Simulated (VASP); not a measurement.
Runs of VASP 6.6.1 on ScAl3N4. The structure is that of space group P-43m (No. 215), or close to it. The cells are those of the table. 

```csv
task,cell,k mesh,cutoff (eV),smearing,gap on the mesh (eV),pressure (GPa),relaxed volume (Å³/atom),largest force (eV/Å)
single point,"a = 4.534 Å, 8 atoms",3 × 3 × 3,520,gaussian 0.15 eV,3.37,-0.6,-,(a)
relaxation of cell and atoms,"relaxed from a = 4.534 Å, 8 atoms",6 × 6 × 6,600,gaussian 0.02 eV,3.25,0.0,11.61,-
relaxation of cell and atoms,"relaxed from a = 4.505 Å, 8 atoms",3 × 3 × 3,600,gaussian 0.15 eV,3.37,0.0,11.60,0.02
single point,"a = 4.529 Å, 8 atoms",6 × 6 × 6,520,gaussian 0.02 eV,3.26,(b),-,0.06
```

Alike in all rows: level PBE; potentials or basis VASP PAW PBE potentials, release 64 (Sc_sv, Al, N); no spin polarisation.

Estimate the missing entries.

(a) 0.04; (b) 0.1.

Caveats: some runs use coarse meshes; the relaxation stopped at a loose force limit of 0.08 eV/Å, so its end isn't a converged minimum (some runs).

A k mesh can miss the band edges.
